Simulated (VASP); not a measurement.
# HC3 (v.n1) in VASP: single point with PBE

Aim: the single point of HC3 (v.n1) with PBE.

All numbers are computed with VASP 6.6.1; they aren't measurements. Logs are shortened: lines on timing, memory, paths and dates and some standing lists are left out, and cuts for length are marked.

**1. The cell of the first run**

The cell holds a slab with vacuum, 16 atoms: a = 5.051 Å, b = 2.526 Å, c = 20.585 Å, α = 90.00°, β = 90.00°, γ = 90.00°.

**2. Single point, PBE**

File INCAR:

```
PREC     = Accurate       # precision mode
ENCUT    = 520            # plane-wave cutoff, eV
EDIFF    = 1E-6           # SCF threshold, eV
ISMEAR   = 0              # smearing method
SIGMA    = 0.03           # smearing width, eV
LREAL    = False          # projectors in reciprocal space
LASPH    = True           # aspherical terms in the spheres
NELM     = 120            # most SCF steps
ALGO     = Normal         # electronic algorithm
ISIF     = 2              # what is computed and relaxed
LWAVE    = False          # write WAVECAR
LCHARG   = False          # write CHGCAR
LDIPOL   = True         
IDIPOL   = 3            
DIPOL    = 0.5 0.5 0.500
GGA      = PE             # functional
NBANDS   = 40             # bands
GGA_COMPAT= False        
NELMDL   = -8
```

File KPOINTS:

```
Automatic mesh
0
Gamma
  6 10 1
```

File POSCAR:

```
HC3
1.0
    5.0510419999      0.0000000000      0.0000000000
    0.0000000000      2.5255209498      0.0000000000
    0.0000000000      0.0000000000     20.5849325468
C H
12 4
Direct
   -0.0867292241      0.0000000000      0.3942307910
    0.5867292241      1.0000000000      0.3942307910
    0.5158398288      0.5000000000      0.4338754224
   -0.0158398288      0.5000000000      0.4338754224
    0.2500000000      0.5000000000      0.4764184559
    0.7500000000      0.5000000000      0.4801263833
    0.7500000000      1.0000000000      0.5198736174
    0.2500000000      1.0000000000      0.5235815551
    0.5158398268      0.0000000000      0.5661245810
   -0.0158398268      0.0000000000      0.5661245810
   -0.0867292023      0.5000000000      0.6057692058
    0.5867292023      0.5000000000      0.6057692058
   -0.0033281715      0.5000000000      0.6551326854
    0.5033281715      0.5000000000      0.6551326854
   -0.0033281895      0.0000000000      0.3448673086
    0.5033281895      1.0000000000      0.3448673086
```

Potentials or basis: VASP PAW PBE potentials, release 64 (C, H).

Launch:

```
> cat potpaw_PBE.64/C/POTCAR potpaw_PBE.64/H/POTCAR > POTCAR
> mpirun -np 1 vasp_std > vasp.out
```

OUTCAR:

```text
PREC = Accurate
   ENCUT = 520
   EDIFF = 1E-6
   ISMEAR = 0
   LREAL = False
   LASPH = True
   NELM = 120
   ISIF = 2
   GGA = PE
   NELMDL = -8

 ion  position               nearest neighbor table
   1  0.913  0.000  0.394-  15 1.10   4 1.55   4 1.55   2 1.65
   2  0.587  0.000  0.394-  16 1.10   3 1.55   3 1.55   1 1.65
   3  0.516  0.500  0.434-   6 1.52   2 1.55   2 1.55   5 1.60
   4  0.984  0.500  0.434-   6 1.52   1 1.55   1 1.55   5 1.60
   5  0.250  0.500  0.476-   8 1.59   8 1.59   3 1.60   4 1.60
   6  0.750  0.500  0.480-   7 1.50   7 1.50   3 1.52   4 1.52
   7  0.750  0.000  0.520-   6 1.50   6 1.50  10 1.52   9 1.52
   8  0.250  0.000  0.524-   5 1.59   5 1.59  10 1.60   9 1.60
   9  0.516  0.000  0.566-   7 1.52  12 1.55  12 1.55   8 1.60
  10  0.984  0.000  0.566-   7 1.52  11 1.55  11 1.55   8 1.60
  11  0.913  0.500  0.606-  13 1.10  10 1.55  10 1.55  12 1.65
  12  0.587  0.500  0.606-  14 1.10   9 1.55   9 1.55  11 1.65
  13  0.997  0.500  0.655-  11 1.10
  14  0.503  0.500  0.655-  12 1.10
  15  0.997  0.000  0.345-   1 1.10
  16  0.503  0.000  0.345-   2 1.10

  LATTYP: Found a simple orthorhombic cell.
 ALAT       =     2.5255209498
 B/A-ratio  =     2.0000000397
 C/A-ratio  =     8.1507668936

  Lattice vectors:

 A1 = (   0.0000000000,  -2.5255209498,   0.0000000000)
 A2 = (   5.0510419999,   0.0000000000,   0.0000000000)
 A3 = (   0.0000000000,   0.0000000000,  20.5849325468)

Analysis of symmetry for initial positions (statically):
=====================================================================
 Subroutine PRICEL returns:
 Original cell was already a primitive cell.

 Routine SETGRP: Setting up the symmetry group for a
 simple orthorhombic supercell.

 Subroutine GETGRP returns: Found  8 space group operations
 (whereof  2 operations were pure point group operations)
 out of a pool of  8 trial point group operations.

The static configuration has the point symmetry C_1h.
 The point group associated with its full space group is D_2h.

Analysis of symmetry for dynamics (positions and initial velocities):
=====================================================================
 Subroutine PRICEL returns:
 Original cell was already a primitive cell.

 Routine SETGRP: Setting up the symmetry group for a
 simple orthorhombic supercell.

 Subroutine GETGRP returns: Found  8 space group operations
 (whereof  2 operations were pure point group operations)
 out of a pool of  8 trial point group operations.

The dynamic configuration has the point symmetry C_1h.
 The point group associated with its full space group is D_2h.

 Subroutine INISYM returns: Found  8 space group operations
 (whereof  2 operations are pure point group operations),
 and found     1 'primitive' translations

----------------------------------------------------------------------------------------

                                     Primitive cell

  volume of cell :     262.5919

  direct lattice vectors                    reciprocal lattice vectors
     5.051042000  0.000000000  0.000000000     0.197978952  0.000000000  0.000000000
     0.000000000  2.525520950  0.000000000     0.000000000  0.395957911  0.000000000
     0.000000000  0.000000000 20.584932547     0.000000000  0.000000000  0.048579222

  length of vectors
     5.051042000  2.525520950 20.584932547     0.197978952  0.395957911  0.048579222

  position of ions in fractional coordinates (direct lattice)
     0.913270776  0.000000000  0.394230791
     0.586729224  0.000000000  0.394230791
     0.515839829  0.500000000  0.433875422
     0.984160171  0.500000000  0.433875422
     0.250000000  0.500000000  0.476418456
     0.750000000  0.500000000  0.480126383
[... 8 lines left out ...]
     0.996671810  0.000000000  0.344867309
     0.503328190  0.000000000  0.344867309

  ion indices of the primitive-cell ions
   primitive index   ion index
                 1           1
                 2           2
                 3           3
                 4           4
                 5           5
                 6           6
[... 8 lines left out ...]
                15          15
                16          16

----------------------------------------------------------------------------------------

 KPOINTS: Automatic mesh

Automatic generation of k-mesh.
 Grid dimensions read from file:
 generate k-points for:    6   10    1

 Generating k-lattice:

  Cartesian coordinates                     Fractional coordinates (reciprocal lattice)
     0.032996492  0.000000000  0.000000000     0.166666667  0.000000000  0.000000000
     0.000000000  0.039595791  0.000000000     0.000000000  0.100000000  0.000000000
     0.000000000  0.000000000  0.048579222     0.000000000  0.000000000  1.000000000

  Length of vectors
     0.032996492  0.039595791  0.048579222

  Shift w.r.t. Gamma in fractional coordinates (k-lattice)
     0.000000000  0.000000000  0.000000000

 Subroutine IBZKPT returns following result:
 ===========================================

 Found     24 irreducible k-points:

 Following reciprocal coordinates:
            Coordinates               Weight
  0.000000  0.000000  0.000000      1.000000
  0.166667  0.000000  0.000000      2.000000
  0.333333  0.000000  0.000000      2.000000
  0.500000  0.000000  0.000000      1.000000
  0.000000  0.100000  0.000000      2.000000
  0.166667  0.100000  0.000000      4.000000
[... 16 lines left out ...]
  0.333333  0.500000  0.000000      2.000000
  0.500000  0.500000  0.000000      1.000000
   k-points           NKPTS =     24   k-points in BZ     NKDIM =     24   number of bands    NBANDS=     40
   number of dos      NEDOS =    301   number of ions     NIONS =     16
   total plane-waves  NPLWV = 128000
   dimension x,y,z NGX =    40 NGY =   20 NGZ =  160
   dimension x,y,z NGXF=    80 NGYF=   40 NGZF=  320
   ions per type =              12   4
   NGX,Y,Z   is equivalent  to a cutoff of  13.17, 13.17, 12.92 a.u.
   NGXF,Y,Z  is equivalent  to a cutoff of  26.33, 26.33, 25.84 a.u.
 SYSTEM =  unknown system
   PREC   = accura    normal or accurate (medium, high low for compatibility)
   ISTART =      0    job   : 0-new  1-cont  2-samecut
   ICHARG =      2    charge: 1-file 2-atom 10-const
   ISPIN  =      1    spin polarized calculation?
   LNONCOLLINEAR =      F non collinear calculations
   LSORBIT =      F    spin-orbit coupling
   LASPH  =      T    aspherical Exc in radial PAW
   ENCUT  =  520.0 eV  38.22 Ry    6.18 a.u.   9.39  4.70 38.27*2*pi/ulx,y,z
   NELM   =    120;   NELMIN=  2; NELMDL= -8     # of ELM steps
   EDIFF  = 0.1E-05   stopping-criterion for ELM
   LREAL  =      F    real-space projection
   EDIFFG = 0.1E-04   stopping-criterion for IOM
   NSW    =      0    number of steps for IOM
   IBRION =     -1    ionic relax: 0-MD 1-quasi-New 2-CG
   NFREE  =      0    steps in history (QN), initial steepest desc. (CG)
   ISIF   =      2    stress and relaxation
   ISYM   =      2    0-nonsym 1-usesym 2-fastsym
   POTIM  = 0.5000    time-step for ionic-motion
   TEBEG  =    0.0;   TEEND  =   0.0 temperature during run
   PSTRESS=    0.0 pullay stress
   NELECT =      52.0000    total number of electrons
   NUPDOWN=      -1.0000    fix difference up-down
   EMIN   =  10.00;   EMAX   =-10.00  energy-range for DOS
   EFERMI =   0.00;   METHOD = LEGACY
   ISMEAR =     0;   SIGMA  =   0.03  broadening in eV -4-tet -1-fermi 0-gaus
   EFERMI_NEDOS =   21; number of points for ismear=-14 and -15
   IALGO  =     38    algorithm
   IMIX   =      4    mixing-type and parameters
     AMIX     =   0.40;   BMIX     =  1.00
     AMIX_MAG =   1.60;   BMIX_MAG =  1.00
  volume/ion in A,a.u.               =      16.41       110.75
  Fermi-wavevector in a.u.,A,eV,Ry     =   0.954221  1.803216 12.388609  0.910537
  Thomas-Fermi vector in A             =   2.082947
   LORBIT       =      0    0 simple, 1 ext, 2 COOP (PROOUT), +10 PAW based schemes
   GGA     = PE    functional components
   LHFCALC =     F    Hartree Fock is set to
   AEXX    =    0.0000 exact exchange contribution
   IVDW    =     0    specifies the selected vdW correction
   LEPSILON=     F    determine dielectric tensor
   LRPA    =     F    only Hartree local field effects (RPA)
 non-spin polarized calculation
 Gauss-broadening in eV      SIGMA  =   0.03
  energy-cutoff  :      520.00
  volume of cell :      262.59
 maximum number of plane-waves:      7125
 NGX is ok and might be reduce to    40
   NGX = 19   NGY =  9   NGZ = 77

 number of electron      52.0000003 magnetization

 dipolmoment           0.000000      0.000000     -0.000001 electrons x Angstroem

 Free energy of the ion-electron system (eV)
  ---------------------------------------------------
  ext. energy  EPLUGINS =         0.00000000
  ---------------------------------------------------
  free energy    TOTEN  =      -122.19550681 eV

  energy without entropy =     -122.19550681  energy(sigma->0) =     -122.19550681

 E-fermi :  -0.6353     XC(G=0):  -4.7849

 val. band max:       -0.7602102059   @ k =   0.5000   0.0000   0.0000
 cond. band min:       2.7717136272   @ k =   0.0000   0.0000   0.0000
 fundamental gap:      3.5319238331
 Fermi energy:        -0.6352639810

 k-point     1 :       0.0000    0.0000    0.0000
  band No.  band energies     occupation
      1     -20.7282      2.00000
      2     -18.8865      2.00000
      3     -16.2451      2.00000
      4     -15.7534      2.00000
      5     -15.1793      2.00000
      6     -14.7596      2.00000
[... 30 lines left out ...]
     37       6.7888      0.00000
     38       6.9162      0.00000

 k-point     2 :       0.1667    0.0000    0.0000
  band No.  band energies     occupation
      1     -20.6388      2.00000
      2     -18.8291      2.00000
      3     -17.1571      2.00000
      4     -15.2756      2.00000
      5     -15.1167      2.00000
      6     -14.6324      2.00000
[... 894 lines left out ...]
 k-point    24 :       0.5000    0.5000    0.0000
  band No.  band energies     occupation
      1     -15.9272      2.00000
      2     -15.9272      2.00000
      3     -14.2484      2.00000
      4     -14.2484      2.00000
      5     -14.1325      2.00000
      6     -14.1325      2.00000
[... 30 lines left out ...]
     37       8.5587      0.00000
     38       8.5587      0.00000
 [bands above 38 left out]

------------------------ aborting loop because EDIFF is reached ----------------------------------------

 vacuum level on the upper side and lower side of the slab       (xc-potential included)        -0.098        -0.098

  FORCE on cell =-STRESS in cart. coord.  units (eV):
  Direction    XX          YY          ZZ          XY          YZ          ZX
  --------------------------------------------------------------------------------------
  -------------------------------------------------------------------------------------
  Total      -10.1008673      2.4440735      0.2138215      0.0000000      0.0000000      0.0000000
  in kB      -61.6293864     14.9122593      1.3046096      0.0000000      0.0000000      0.0000000
  external PRESSURE =     -15.1375058 kB  Pullay stress =       0.0000000 kB

 VOLUME and BASIS-vectors are now :
 -----------------------------------------------------------------------------
  energy-cutoff  :      520.00
  volume of cell :      262.59
      direct lattice vectors                 reciprocal lattice vectors
     5.051042000  0.000000000  0.000000000     0.197978952  0.000000000  0.000000000
     0.000000000  2.525520950  0.000000000     0.000000000  0.395957911  0.000000000
     0.000000000  0.000000000 20.584932547     0.000000000  0.000000000  0.048579222

 POSITION                                       TOTAL-FORCE (eV/Angst)
 -----------------------------------------------------------------------------------
      4.61297      0.00000      8.11521        -0.001556     -0.000000     -0.008645
      2.96359      0.00000      8.11521         0.001556     -0.000000     -0.008645
      2.60553      1.26276      8.93130        -0.033325     -0.000000     -0.003420
      4.97103      1.26276      8.93130         0.033325      0.000000     -0.003420
      1.26276      1.26276      9.80704        -0.000000     -0.000000     -0.008134
      3.78828      1.26276      9.88337        -0.000000      0.000000      0.011182
[... 8 lines left out ...]
      5.03423      0.00000      7.09907         0.008643     -0.000000     -0.020952
      2.54233      0.00000      7.09907        -0.008643     -0.000000     -0.020952
 -----------------------------------------------------------------------------------
    total drift:                               -0.000013     -0.000000     -0.000174

  FREE ENERGIE OF THE ION-ELECTRON SYSTEM (eV)
  ---------------------------------------------------
  free  energy   TOTEN  =      -122.1955068147 eV

  energy  without entropy=     -122.1955068146  energy(sigma->0) =     -122.19550681

 vacuum level on the upper side and lower side of the slab         3.485         3.485
```

Wall time 15 min (1 thread of Intel Xeon 8259CL, shared host); peak memory 0.45 GiB.

What came out:

```yaml
Free_energy: -122.1955 eV
Largest_force: 0.034 eV/Å
Band_gap_on_the_k_mesh: 3.53 eV, indirect (least direct gap 4.14 eV)
```

Forces on the atoms (eV/Å):
```
C   -0.002  0.000 -0.009
C    0.002  0.000 -0.009
C   -0.033  0.000 -0.003
C    0.033  0.000 -0.003
C    0.000  0.000 -0.008
C    0.000  0.000  0.011
C    0.000  0.000 -0.011
C    0.000  0.000  0.008
C   -0.033  0.000  0.003
C    0.033  0.000  0.003
C   -0.002  0.000  0.009
C    0.002  0.000  0.009
H    0.009  0.000  0.021
H   -0.009  0.000  0.021
H    0.009  0.000 -0.021
H   -0.009  0.000 -0.021
```

Levels at points of the mesh, in eV from the valence-band top:
| k point | band 24 | band 25 | band 26 | band 27 | band 28 | band 29 |
| --- | --- | --- | --- | --- | --- | --- |
| (0.00, 0.00, 0.00) | -0.97 | -0.68 | -0.63 | 3.53 | 3.57 | 4.72 |
| (0.50, 0.00, 0.00) | -0.95 | -0.82 | 0.00 | 4.58 | 4.69 | 4.96 |
| (0.00, 0.50, 0.00) | -3.40 | -1.62 | -1.62 | 6.28 | 6.28 | 7.18 |
| (0.50, 0.50, 0.00) | -3.80 | -3.44 | -3.44 | 5.96 | 5.96 | 6.73 |
